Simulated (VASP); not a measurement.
The system is Al.

```
Al
1.0
     0.00000    2.02481    2.02481
     2.02481    0.00000    2.02481
     2.02481    2.02481    0.00000
Al
1
Cartesian
  0.0000 0.0000 0.0000
```

| Quantity | Value |
| --- | --- |
| Program | VASP 6.6.1 |
| Task | relaxation of cell and atoms |
| Functional | r2SCAN |
| Potentials or basis | VASP PAW PBE potentials, release 64 (Al) |
| Cutoff | 600 eV |
| k mesh | 18 × 18 × 18 |
| Occupations | fermi-dirac, width 0.05 eV |
| Spin | no spin polarisation |

At the start: pressure -3.9 GPa; volume 16.60 Å³/atom.

Q: How do energy, volume and symmetry change on relaxing?

A: Over 3 steps the energy falls by 9.6 meV/atom and the volume is 15.84 Å³/atom (-4.6 %); space group Fm-3m (No. 225, to 0.1 Å) before and after.

The path:
| step | energy change (eV) | largest force (eV/Å) | pressure (GPa) | volume (Å³) |
| --- | --- | --- | --- | --- |
| 1 | 0.0000 | 0.0000 | -3.86 | 16.60 |
| 2 | -0.0090 | 0.0000 | 1.15 | 15.66 |
| 3 | -0.0096 | 0.0000 | 0.03 | 15.84 |

Final structure:
```
Al
1.0
     0.00000    1.99348    1.99348
     1.99348    0.00000    1.99348
     1.99348    1.99348    0.00000
Al
1
Direct
  0.00000 0.00000 0.00000
```

Caveat: the PAW data sets were made with another functional, which shifts forces and pressure a little.
